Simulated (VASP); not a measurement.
# Cr (Im-3m) in VASP: notebook

Cr is run at these levels: PBE; tasks: single point.

All numbers are computed with VASP 6.6.1; they aren't measurements. Logs are shortened: lines on timing, memory, paths and dates and some standing lists are left out, and cuts for length are marked.

## (1) The cell of the first run

Symmetry: Im-3m, No. 229, cubic system. The conventional cell has a = 2.849 Å, b = 2.849 Å, c = 2.849 Å, α = 90.00°, β = 90.00°, γ = 90.00°. Cr (site symmetry m-3m) has 14 Cr at 2.47 to 2.85 Å within 3.3 Å.

## (2) Single point, PBE

INCAR

```
PREC = Accurate
ENCUT = 500
EDIFF = 1E-6
ISMEAR = -1
SIGMA = 0.1
LREAL = F
LASPH = T
NELM = 120
ALGO = Normal
ISIF = 2
LWAVE = F
LCHARG = T
GGA = PE
LELF = T
LVHAR = T
NBANDS = 12
GGA_COMPAT = F
```

KPOINTS

```
regular mesh
0
Gamma
  12 12 12
```

POSCAR

```
Cr
1.0
   -1.4243177237      1.4243177237      1.4243177237
    1.4243177237     -1.4243177237      1.4243177237
    1.4243177237      1.4243177237     -1.4243177237
Cr
1
Direct
    0.0000000000      0.0000000000      0.0000000000
```

Potentials or basis: VASP PAW PBE potentials, release 64 (Cr_pv).

Started as:

```bash
> cat potpaw_PBE.64/Cr_pv/POTCAR > POTCAR
> mpirun -np 1 vasp_std > vasp.out
```

OUTCAR:

```text
PREC = Accurate
   ENCUT = 500
   EDIFF = 1E-6
   ISMEAR = -1
   LREAL = F
   LASPH = T
   NELM = 120
   ISIF = 2
   GGA = PE

 ion  position               nearest neighbor table
   1  0.000  0.000  0.000-

  LATTYP: Found a body centered cubic cell.
 ALAT       =     2.8486354474

  Lattice vectors:

 A1 = (  -1.4243177237,   1.4243177237,   1.4243177237)
 A2 = (   1.4243177237,  -1.4243177237,   1.4243177237)
 A3 = (   1.4243177237,   1.4243177237,  -1.4243177237)

Analysis of symmetry for initial positions (statically):
=====================================================================
 Subroutine PRICEL returns:
 Original cell was already a primitive cell.

 Routine SETGRP: Setting up the symmetry group for a
 body centered cubic supercell.

 Subroutine GETGRP returns: Found 48 space group operations
 (whereof 48 operations were pure point group operations)
 out of a pool of 48 trial point group operations.

The static configuration has the point symmetry O_h .

Analysis of symmetry for dynamics (positions and initial velocities):
=====================================================================
 Subroutine PRICEL returns:
 Original cell was already a primitive cell.

 Routine SETGRP: Setting up the symmetry group for a
 body centered cubic supercell.

 Subroutine GETGRP returns: Found 48 space group operations
 (whereof 48 operations were pure point group operations)
 out of a pool of 48 trial point group operations.

The dynamic configuration has the point symmetry O_h .

 Subroutine INISYM returns: Found 48 space group operations
 (whereof 48 operations are pure point group operations),
 and found     1 'primitive' translations

----------------------------------------------------------------------------------------

                                     Primitive cell

  volume of cell :      11.5579

  direct lattice vectors                    reciprocal lattice vectors
    -1.424317724  1.424317724  1.424317724     0.000000000  0.351045270  0.351045270
     1.424317724 -1.424317724  1.424317724     0.351045270  0.000000000  0.351045270
     1.424317724  1.424317724 -1.424317724     0.351045270  0.351045270  0.000000000

  length of vectors
     2.466990664  2.466990664  2.466990664     0.496452982  0.496452982  0.496452982

  position of ions in fractional coordinates (direct lattice)
     0.000000000  0.000000000  0.000000000

  ion indices of the primitive-cell ions
   primitive index   ion index
                 1           1

[... 72 lines left out ...]
   LREAL  =      F    real-space projection
   EDIFFG = 0.1E-04   stopping-criterion for IOM
   NSW    =      0    number of steps for IOM
   IBRION =     -1    ionic relax: 0-MD 1-quasi-New 2-CG
   NFREE  =      0    steps in history (QN), initial steepest desc. (CG)
   ISIF   =      2    stress and relaxation
   ISYM   =      2    0-nonsym 1-usesym 2-fastsym
   POTIM  = 0.5000    time-step for ionic-motion
   TEBEG  =    0.0;   TEEND  =   0.0 temperature during run
   PSTRESS=    0.0 pullay stress
   NELECT =      12.0000    total number of electrons
   NUPDOWN=      -1.0000    fix difference up-down
   EMIN   =  10.00;   EMAX   =-10.00  energy-range for DOS
   EFERMI =   0.00;   METHOD = LEGACY
   ISMEAR =    -1;   SIGMA  =   0.10  broadening in eV -4-tet -1-fermi 0-gaus
   EFERMI_NEDOS =   21; number of points for ismear=-14 and -15
   IALGO  =     38    algorithm
   IMIX   =      4    mixing-type and parameters
     AMIX     =   0.40;   BMIX     =  1.00
     AMIX_MAG =   1.60;   BMIX_MAG =  1.00
  volume/ion in A,a.u.               =      11.56        78.00
  Fermi-wavevector in a.u.,A,eV,Ry     =   1.657709  3.132616 37.388811  2.748000
  Thomas-Fermi vector in A             =   2.745415
   LORBIT       =      0    0 simple, 1 ext, 2 COOP (PROOUT), +10 PAW based schemes
   GGA     = PE    functional components
   LHFCALC =     F    Hartree Fock is set to
   AEXX    =    0.0000 exact exchange contribution
   IVDW    =     0    specifies the selected vdW correction
   LEPSILON=     F    determine dielectric tensor
   LRPA    =     F    only Hartree local field effects (RPA)
 non-spin polarized calculation
  energy-cutoff  :      500.00
  volume of cell :       11.56
 maximum number of plane-waves:       321
 NGX is ok and might be reduce to    18
   NGX =  9   NGY =  9   NGZ =  9

 number of electron      11.9999993 magnetization

 Free energy of the ion-electron system (eV)
  ---------------------------------------------------
  ext. energy  EPLUGINS =         0.00000000
  ---------------------------------------------------
  free energy    TOTEN  =        -9.52886950 eV

  energy without entropy =       -9.50705331  energy(sigma->0) =       -9.51796141

 E-fermi :  10.9447     XC(G=0): -13.6679

 val. band max:       10.8577776205   @ k =   0.1667   0.0000   0.0000
 cond. band min:      11.0270767165   @ k =  -0.3333   0.3333   0.2500
 fundamental gap:      0.1692990960
 Fermi energy:        10.9446864067

 k-point     1 :       0.0000    0.0000    0.0000
  band No.  band energies     occupation
      1     -31.7447      2.00000
      2     -31.7447      2.00000
      3     -31.7447      2.00000
      4       3.1094      2.00000
      5      10.0673      1.99969
      6      10.0673      1.99969
      7      10.0673      1.99969
      8      12.1207      0.00002
      9      12.1207      0.00002
     10      18.0982      0.00000
     11      33.2600      0.00000
     12      33.2600      0.00000
[... 331 lines left out ...]
 k-point    24 :       0.4167    0.0833    0.0833
  band No.  band energies     occupation
      1     -32.5964      2.00000
      2     -32.0739      2.00000
      3     -31.8094      2.00000
      4       7.0107      2.00000
      5       8.4457      2.00000
      6      10.7949      1.63440
      7      12.2113      0.00001
      8      12.4757      0.00000
      9      15.5531      0.00000
     10      18.0913      0.00000
     11      20.8440      0.00000
     12      26.8560      0.00000

 [... further k-points ...]
[... 5 lines left out ...]
  --------------------------------------------------------------------------------------
  -------------------------------------------------------------------------------------
  Total       -0.0659572     -0.0659572     -0.0659572      0.0000000      0.0000000      0.0000000
  in kB       -9.1430782     -9.1430782     -9.1430782      0.0000000      0.0000000      0.0000000
  external PRESSURE =      -9.1430782 kB  Pullay stress =       0.0000000 kB

 VOLUME and BASIS-vectors are now :
 -----------------------------------------------------------------------------
  energy-cutoff  :      500.00
  volume of cell :       11.56
      direct lattice vectors                 reciprocal lattice vectors
    -1.424317724  1.424317724  1.424317724     0.000000000  0.351045270  0.351045270
     1.424317724 -1.424317724  1.424317724     0.351045270  0.000000000  0.351045270
     1.424317724  1.424317724 -1.424317724     0.351045270  0.351045270  0.000000000

 POSITION                                       TOTAL-FORCE (eV/Angst)
 -----------------------------------------------------------------------------------
      0.00000      0.00000      0.00000        -0.000000      0.000000     -0.000000
 -----------------------------------------------------------------------------------
    total drift:                                0.000000      0.000000      0.000000

  FREE ENERGIE OF THE ION-ELECTRON SYSTEM (eV)
  ---------------------------------------------------
  free  energy   TOTEN  =        -9.5288695008 eV

  energy  without entropy=       -9.5070533128  energy(sigma->0) =       -9.51796141
```

OSZICAR:

```text
N       E                     dE             d eps       ncg     rms          rms(c)
DAV:   1     0.808577581419E+02    0.80858E+02   -0.69718E+03  1752   0.116E+03
DAV:   2    -0.989232462391E+01   -0.90750E+02   -0.86929E+02  1764   0.294E+02
DAV:   3    -0.111930868261E+02   -0.13008E+01   -0.12943E+01  1908   0.425E+01
DAV:   4    -0.111996504421E+02   -0.65636E-02   -0.65634E-02  1856   0.305E+00
DAV:   5    -0.111997258220E+02   -0.75380E-04   -0.75380E-04  1872   0.301E-01    0.129E+01
DAV:   6    -0.955564073484E+01    0.16441E+01   -0.43830E+00  1808   0.354E+01    0.202E+00
DAV:   7    -0.953870550228E+01    0.16935E-01   -0.55105E-02  1764   0.328E+00    0.106E+00
DAV:   8    -0.952895080457E+01    0.97547E-02   -0.26751E-03  1884   0.837E-01    0.140E-01
DAV:   9    -0.952887335821E+01    0.77446E-04   -0.57040E-04  1748   0.378E-01    0.385E-02
DAV:  10    -0.952887438647E+01   -0.10283E-05   -0.90771E-06  1832   0.412E-02    0.824E-03
DAV:  11    -0.952886942353E+01    0.49629E-05   -0.61216E-07   924   0.126E-02    0.107E-03
DAV:  12    -0.952886950078E+01   -0.77250E-07   -0.20059E-08   876   0.207E-03
   1 F= -.95288695E+01 E0= -.95179614E+01  d E =-.218162E-01
```

stdout:

```text
POSCAR found type information on POSCAR Cr
 POSCAR found :  1 types and       1 ions
 scaLAPACK will be used
 LDA part: xc-table for (Slater+PW92), standard interpolation
 POSCAR, INCAR and KPOINTS ok, starting setup
 FFT: planning ... GRIDC
 FFT: planning ... GRID_SOFT
 FFT: planning ... GRID
 WAVECAR not read
 entering main loop
```

It took 5 s on 1 thread of Intel Xeon 6975P-C (Granite Rapids), shared host; peak memory 0.12 GiB.

What came out:

| Quantity | Value |
| --- | --- |
| Free energy | -9.5289 eV |
| Pressure | -0.9 GPa |
| Band gap on the k mesh | zero (band 6 reaches 13.42 eV, above the bottom of band 7 at 10.07 eV) |

Caveat: the run has no spin polarisation, though such a crystal can be magnetic. Spin polarisation is off, so any magnetic state and its effect on volume and gap are missing.

## (3) Single point, PBE

INCAR

```
SYSTEM = Cr
PREC = Accurate
ENCUT = 500
EDIFF = 1E-6
ISMEAR = -1
SIGMA = 0.1
LREAL = .FALSE.
LASPH = .TRUE.
NELM = 120
ALGO = Normal
ISIF = 2
LWAVE = .FALSE.
LCHARG = .TRUE.
GGA = PE
LELF = .TRUE.
LVHAR = .TRUE.
NBANDS = 12
GGA_COMPAT = .FALSE.
```

KPOINTS

```
Automatic mesh
0
G
  15 15 15
  0 0 0
```

POSCAR is that of step 2.

Potentials or basis: VASP PAW PBE potentials, release 64 (Cr_pv).

Started as:

```bash
> cat potpaw_PBE.64/Cr_pv/POTCAR > POTCAR
> mpirun -np 1 vasp_std > vasp.out
```

OUTCAR:

```text
SYSTEM = Cr
   PREC = Accurate
   ENCUT = 500
   EDIFF = 1E-6
   ISMEAR = -1
   LREAL = .FALSE.
   LASPH = .TRUE.
   NELM = 120
   ISIF = 2
   GGA = PE

 ion  position               nearest neighbor table
   1  0.000  0.000  0.000-

  LATTYP: Found a body centered cubic cell.
 ALAT       =     2.8486354474

  Lattice vectors:

 A1 = (  -1.4243177237,   1.4243177237,   1.4243177237)
 A2 = (   1.4243177237,  -1.4243177237,   1.4243177237)
 A3 = (   1.4243177237,   1.4243177237,  -1.4243177237)

Analysis of symmetry for initial positions (statically):
[... 529 lines left out ...]
      5       8.6166      2.00000
      6       9.8451      1.99997
      7      12.0654      0.00003
      8      12.7074      0.00000
      9      16.6723      0.00000
     10      18.0810      0.00000
     11      20.8010      0.00000
     12      24.8647      0.00000

 [... further k-points ...]
[... 5 lines left out ...]
  --------------------------------------------------------------------------------------
  -------------------------------------------------------------------------------------
  Total       -0.0465442     -0.0465442     -0.0465442     -0.0000000      0.0000000      0.0000000
  in kB       -6.4520223     -6.4520223     -6.4520223     -0.0000000      0.0000000      0.0000000
  external PRESSURE =      -6.4520223 kB  Pullay stress =       0.0000000 kB

 VOLUME and BASIS-vectors are now :
 -----------------------------------------------------------------------------
  energy-cutoff  :      500.00
  volume of cell :       11.56
      direct lattice vectors                 reciprocal lattice vectors
    -1.424317724  1.424317724  1.424317724     0.000000000  0.351045270  0.351045270
     1.424317724 -1.424317724  1.424317724     0.351045270  0.000000000  0.351045270
     1.424317724  1.424317724 -1.424317724     0.351045270  0.351045270  0.000000000

 POSITION                                       TOTAL-FORCE (eV/Angst)
 -----------------------------------------------------------------------------------
      0.00000      0.00000      0.00000        -0.000000     -0.000000      0.000000
 -----------------------------------------------------------------------------------
    total drift:                                0.000000      0.000000      0.000000

  FREE ENERGIE OF THE ION-ELECTRON SYSTEM (eV)
  ---------------------------------------------------
  free  energy   TOTEN  =        -9.5247511351 eV

  energy  without entropy=       -9.4966670329  energy(sigma->0) =       -9.51070908
```

OSZICAR:

```text
N       E                     dE             d eps       ncg     rms          rms(c)
DAV:   1     0.799729612472E+02    0.79973E+02   -0.69196E+03  2896   0.116E+03
DAV:   2    -0.100098838841E+02   -0.89983E+02   -0.86805E+02  2956   0.297E+02
DAV:   3    -0.111905435966E+02   -0.11807E+01   -0.11759E+01  3196   0.407E+01
DAV:   4    -0.111967181894E+02   -0.61746E-02   -0.61745E-02  3060   0.294E+00
DAV:   5    -0.111967944076E+02   -0.76218E-04   -0.76219E-04  3136   0.298E-01    0.129E+01
DAV:   6    -0.955173078416E+01    0.16451E+01   -0.43574E+00  3028   0.353E+01    0.200E+00
DAV:   7    -0.953478456290E+01    0.16946E-01   -0.54623E-02  2952   0.319E+00    0.105E+00
DAV:   8    -0.952485626774E+01    0.99283E-02   -0.26786E-03  3112   0.837E-01    0.147E-01
DAV:   9    -0.952475297030E+01    0.10330E-03   -0.65483E-04  2960   0.408E-01    0.403E-02
DAV:  10    -0.952475726636E+01   -0.42961E-05   -0.10177E-05  3008   0.437E-02    0.101E-02
DAV:  11    -0.952475105081E+01    0.62155E-05   -0.85621E-07  1568   0.150E-02    0.111E-03
DAV:  12    -0.952475113507E+01   -0.84251E-07   -0.24453E-08  1460   0.226E-03
   1 F= -.95247511E+01 E0= -.95107091E+01  d E =-.280841E-01
```

stdout:

```text
POSCAR found type information on POSCAR Cr
 POSCAR found :  1 types and       1 ions
 scaLAPACK will be used
 LDA part: xc-table for (Slater+PW92), standard interpolation
 POSCAR, INCAR and KPOINTS ok, starting setup
 FFT: planning ... GRIDC
 FFT: planning ... GRID_SOFT
 FFT: planning ... GRID
 WAVECAR not read
 entering main loop
```

Wall time 7.2 s (1 thread of Intel Xeon 6975P-C (Granite Rapids), shared host); peak memory 0.12 GiB.

Results:

```yaml
Free_energy: -9.5248 eV
Pressure: -0.6 GPa
Band_gap_on_the_k_mesh: zero (band 6 reaches 13.29 eV, above the bottom of band 7 at 10.06 eV)
```

Levels at points of the mesh, in eV from the Fermi level:
| k point | band 2 | band 3 | band 4 | band 5 | band 6 | band 7 | band 8 | band 9 | band 10 | band 11 |
| --- | --- | --- | --- | --- | --- | --- | --- | --- | --- | --- |
| (0.00, 0.00, 0.00) | -42.71 | -42.71 | -7.85 | -0.90 | -0.90 | -0.90 | 1.15 | 1.15 | 7.13 | 22.30 |

Caveat: the run has no spin polarisation, though such a crystal can be magnetic.

## (4) Single point, PBE

INCAR

```
ALGO = Normal
EDIFF = 1E-6
ENCUT = 500
GGA = PE
GGA_COMPAT = F
ISIF = 2
ISMEAR = -1
LASPH = T
LCHARG = F
LREAL = F
LWAVE = F
NBANDS = 12
NELM = 120
PREC = Accurate
SIGMA = 0.1
```

KPOINTS

```
k-points
0
Gamma
  15 15 15
```

POSCAR is that of step 3.

Started as:

```bash
> cat potpaw_PBE.64/Cr_pv/POTCAR > POTCAR
> mpirun -np 1 vasp_std > vasp.out
```

Run time: 7.4 s. Hardware: 1 thread of Intel Xeon 6975P-C (Granite Rapids), shared host; peak memory 0.12 GiB.

Results (log left out):

```yaml
Free_energy: -9.5248 eV
Pressure: -0.6 GPa
Band_gap_on_the_k_mesh: zero (band 6 reaches 13.29 eV, above the bottom of band 7 at 10.06 eV)
```

Levels at points of the mesh, in eV from the Fermi level:
```
           k point  band 4  band 5  band 6  band 7  band 8  band 9
(0.00, 0.00, 0.00)   -7.85   -0.90   -0.90   -0.90    1.15    1.15
```

Caveat: the run has no spin polarisation, though such a crystal can be magnetic. Spin polarisation is off, so any magnetic state and its effect on volume and gap are missing.
